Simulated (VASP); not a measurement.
A run of VASP 6.6.1:

File INCAR:

```
SYSTEM = Ge
  PREC = Accurate
  ENCUT = 520
  EDIFF = 1E-7
  ISMEAR = 0
  SIGMA = 0.15
  LREAL = .False.
  LASPH = .True.
  NELM = 100
  ALGO = Normal
  ISIF = 2
  LWAVE = .False.
  LCHARG = .False.
  GGA = PE
  NBANDS = 21
```

KPOINTS

```
regular mesh
0
Gamma
  14 14 14
  0 0 0
```

File POSCAR:

```
Ge
1.0
    0.0000000000      2.8570577000      2.8287700000
    2.8004823000      0.0000000000      2.8287700000
    2.8004823000      2.8570577000      0.0000000000
Ge
2
Direct
    0.5000000000      0.5000000000      0.5000000000
    0.7500000000      0.7500000000      0.7500000000
```

Potentials or basis: VASP PAW PBE potentials, release 64 (Ge_d).

Run with:

```console
$ cat potpaw_PBE.64/Ge_d/POTCAR > POTCAR
$ mpirun -np 1 vasp_std > vasp.out
```

Hardware: 1 thread of AMD EPYC 9R14 (Zen 4), with other jobs on the host.

**Question.** Estimate the wall time of this run.

**Answer.** It took 3.4 min on 1 thread of AMD EPYC 9R14 (Zen 4), with other jobs on the host, peak memory 0.38 GiB. Counts: scf iterations 13, k points 428.
